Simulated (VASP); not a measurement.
Write the native input for VASP 6.6.1 that does the following.

```yaml
Task: single point
Functional: LDA
Potentials_or_basis: VASP PAW LDA potentials, release 64 (Sb, Ga_d)
Cutoff: 520 eV
k_mesh: 10 × 10 × 10
Occupations: fermi-dirac, width 0.05 eV
Spin: no spin polarisation
Dipole_correction: no
Further_INCAR_settings: ALGO = Normal; EDIFF = 1e-06; NBANDS = 16
```

The structure of GaSb lies in POSCAR:

```
GaSb
1.0
   -1.5763757296      2.7102044447      2.9313872741
    1.5763757296     -2.7102044447      2.9313872741
    1.5763757296      2.7102044447     -2.9313872741
Sb Ga
1 1
Direct
    0.5000000000      0.5000000000      0.0000000000
    0.0000000000      0.0000000000      0.0000000000
```

This cell differs from its parent crystal: volume scaled by 1.04.

One way to write it, as run:

INCAR

```
ALGO = Normal ; EDIFF = 1E-6
ENCUT = 520 ; GGA = CA
ISIF = 2 ; ISMEAR = -1
LASPH = T ; LCHARG = F
LREAL = F ; LWAVE = F
NBANDS = 16 ; NELM = 80
PREC = Accurate ; SIGMA = 0.05
```

KPOINTS

```
k-points
0
Gamma
  10 10 10
```

Potentials or basis: VASP PAW LDA potentials, release 64 (Sb, Ga_d).

Launch:

```console
$ cat potpaw_LDA.64/Sb/POTCAR potpaw_LDA.64/Ga_d/POTCAR > POTCAR
$ mpirun -np 1 vasp_std > vasp.out
```

Results of the run:

* Pressure: -6.1 GPa
* Band gap on the k mesh: zero (band 9 reaches 7.71 eV, above the bottom of band 10 at 3.57 eV)

Caveat: spin-orbit coupling is left out, which moves the levels of the heavy elements.

It took 54 s on 1 thread of AMD EPYC 9R14 (Zen 4), on a shared host, peak memory 0.23 GiB.
